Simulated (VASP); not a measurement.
Write the native input for VASP 6.6.1 that does the following.

* Task: density of states
* Functional: PBE
* Potentials or basis: VASP PAW PBE potentials, release 64 (Ti_sv)
* Cutoff: 520 eV
* k mesh: 14 × 14 × 14
* Occupations: gaussian, width 0.05 eV
* Spin: no spin polarisation
* Dipole correction: no
* k mesh for the DOS: 21 × 21 × 21
* Occupations for the DOS: tetrahedron
* Further INCAR settings: ALGO = Normal; EDIFF = 1e-07

Crystal: Ti.

```
Ti
1.0
    -1.64100    1.64100    1.64100
     1.64100   -1.64100    1.64100
     1.64100    1.64100   -1.64100
Ti
1
Direct
  0.00000 0.00000 0.00000
```

One way to write it, as run:

POSCAR

```
Ti
1.0
   -1.6410000000      1.6410000000      1.6410000000
    1.6410000000     -1.6410000000      1.6410000000
    1.6410000000      1.6410000000     -1.6410000000
Ti
1
Direct
    0.0000000000      0.0000000000      0.0000000000
```

INCAR.step1

```
SYSTEM = Ti
PREC = Accurate
ENCUT = 520
EDIFF = 1E-7
ISMEAR = 0
SIGMA = 0.05
LREAL = .False.
LASPH = .True.
NELM = 60
ALGO = Normal
ISIF = 2
LWAVE = .False.
LCHARG = .True.
LMAXMIX = 4
GGA = PE
NBANDS = 12
```

KPOINTS.step1

```
regular mesh
0
Gamma
  14 14 14
  0 0 0
```

INCAR.step2

```
SYSTEM = Ti
PREC = Accurate
ENCUT = 520
EDIFF = 1E-7
ISMEAR = -5
SIGMA = 0.05
LREAL = .False.
LASPH = .True.
NELM = 60
ALGO = Normal
ISIF = 2
LWAVE = .False.
LCHARG = .False.
LMAXMIX = 4
GGA = PE
LORBIT = 11
NEDOS = 2001
ICHARG = 11
```

KPOINTS.step2

```
regular mesh
0
Gamma
  21 21 21
  0 0 0
```

Potentials or basis: VASP PAW PBE potentials, release 64 (Ti_sv).

Launch:

```console
$ cat potpaw_PBE.64/Ti_sv/POTCAR > POTCAR
$ cp INCAR.step1 INCAR
$ cp KPOINTS.step1 KPOINTS
$ mpirun -np 1 vasp_std > vasp.out
$ cp INCAR.step2 INCAR
$ cp KPOINTS.step2 KPOINTS
$ mpirun -np 1 vasp_std > vasp.out
```

It gave:

The valence electrons inside the program's atomic spheres are Ti 10.24.

It took 44 s on 1 thread of Intel(R) Xeon(R) Platinum 8259CL CPU @ 2.50GHz (Skylake/Cascade Lake), on a shared host, peak memory 0.19 GiB.
